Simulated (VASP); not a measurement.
## NaH: single point with r2SCAN

Crystal: NaH.

```xyz
2
Lattice="2.3732 2.3732 0.0000 -2.3732 2.3732 0.0000 0.0000 2.3732 2.4116" Properties=species:S:1:pos:R:3 pbc="T T T"
Na    0.0000    0.0000    0.0000
H     0.0000    2.3732    0.0000
```

This cell differs from its parent crystal: in-plane strain -0.01, then relaxed in part.

| Quantity | Value |
| --- | --- |
| Program | VASP 6.6.1 |
| Task | single point |
| Functional | r2SCAN |
| Potentials or basis | VASP PAW PBE potentials, release 64 (Na_pv, H) |
| Cutoff | 520 eV |
| k mesh | 8 × 8 × 8 |
| Occupations | gaussian, width 0.01 eV |
| Spin | no spin polarisation |

```json
{
  "Pressure": "0.1 GPa",
  "Band gap on the k mesh": "4.42 eV, indirect (least direct gap 5.29 eV)"
}
```

Stress tensor (GPa, compression positive):
```
 0.38  0.00  0.00
 0.00  0.38  0.00
 0.00  0.00 -0.41
```

Levels at points of the mesh, in eV from the valence-band top:
| k point | band 2 | band 3 | band 4 | band 5 | band 6 | band 7 |
| --- | --- | --- | --- | --- | --- | --- |
| (0.00, 0.00, 0.00) | -22.84 | -22.84 | -3.67 | 11.77 | 16.57 | 16.66 |
| (0.50, 0.00, 0.00) | -22.86 | -22.85 | -0.86 | 4.42 | 11.95 | 14.01 |
| (0.50, 0.50, 0.00) | -22.88 | -22.88 | -0.16 | 5.33 | 10.79 | 11.54 |
| (0.00, 0.00, 0.50) | -22.87 | -22.87 | -0.24 | 5.13 | 10.95 | 11.76 |

Wall time 42 s on 1 thread of Intel(R) Xeon(R) 6975P-C (Granite Rapids) (shared host), peak memory 0.16 GiB.

Caveat: the cell differs from its parent crystal (in-plane strain -0.01, then relaxed in part); the PAW data sets were made with another functional, which shifts forces and pressure a little. A k mesh can miss the band edges.
